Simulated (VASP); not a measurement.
Set up this calculation in VASP 6.6.1, as the native input.

| Item | Value |
| --- | --- |
| Task | single point |
| Functional | r2SCAN |
| Potentials or basis | VASP PAW PBE potentials, release 64 (Zn, O_h) |
| Cutoff | 1480 eV |
| k mesh | 8 × 8 × 4 |
| Occupations | gaussian, width 0.01 eV |
| Spin | no spin polarisation |
| Dipole correction | no |
| Further INCAR settings | ALGO = Normal; EDIFF = 1e-06; NBANDS = 26 |

Crystal: ZnO.

```
Zn O
1.0
     3.20887    0.00000    0.00000
    -1.60444    2.77896    0.00000
     0.00000    0.00000    5.16537
Zn O
2 2
Cartesian
  0.0000 1.8526 2.5805
  1.6044 0.9263 -0.0022
  1.6044 0.9263 1.9599
  0.0000 1.8526 4.5426
```

These files were run (other wordings do the same):

POSCAR

```
ZnO
1.0
    3.2088718480      0.0000000000      0.0000000000
   -1.6044359240      2.7789645379      0.0000000000
    0.0000000000      0.0000000000      5.1653742895
Zn O
2 2
Direct
    0.3333333333      0.6666666667      0.4995830244
    0.6666666667      0.3333333333     -0.0004169756
    0.6666666667      0.3333333333      0.3794269756
    0.3333333333      0.6666666667      0.8794269756
```

INCAR.step1

```
SYSTEM = ZnO
  ALGO = Normal
  EDIFF = 1E-5
  ENCUT = 1480
  GGA = PE
  GGA_COMPAT = .False.
  ISMEAR = 0
  LASPH = .True.
  LCHARG = .False.
  LREAL = .False.
  LWAVE = .True.
  NBANDS = 26
  NELM = 120
  PREC = Accurate
  SIGMA = 0.01
```

INCAR.step2

```
SYSTEM = ZnO
  ALGO = Normal
  EDIFF = 1E-6
  ENCUT = 1480
  GGA_COMPAT = .False.
  ISIF = 2
  ISMEAR = 0
  ISTART = 1
  LASPH = .True.
  LCHARG = .False.
  LMIXTAU = .True.
  LREAL = .False.
  LWAVE = .False.
  METAGGA = R2SCAN
  NBANDS = 26
  NELM = 120
  PREC = Accurate
  SIGMA = 0.01
```

KPOINTS

```
k-points
0
Gamma
  8 8 4
  0 0 0
```

Potentials or basis: VASP PAW PBE potentials, release 64 (Zn, O_h).

Run with:

```sh
$ cat potpaw_PBE.64/Zn/POTCAR potpaw_PBE.64/O_h/POTCAR > POTCAR
$ cp INCAR.step1 INCAR
$ mpirun -np 1 vasp_std > vasp.out
$ cp INCAR.step2 INCAR
$ mpirun -np 1 vasp_std > vasp.out
```

Results of the run:

```
Pressure               : 5.1 GPa
Band gap on the k mesh : 1.28 eV
```

Caveat: the cell stands under pressure; the PAW data sets were made with another functional, which shifts forces and pressure a little.

It took 11 min on 1 thread of AMD EPYC 7R13 Processor (Zen 3), with other jobs on the host, peak memory 0.43 GiB.
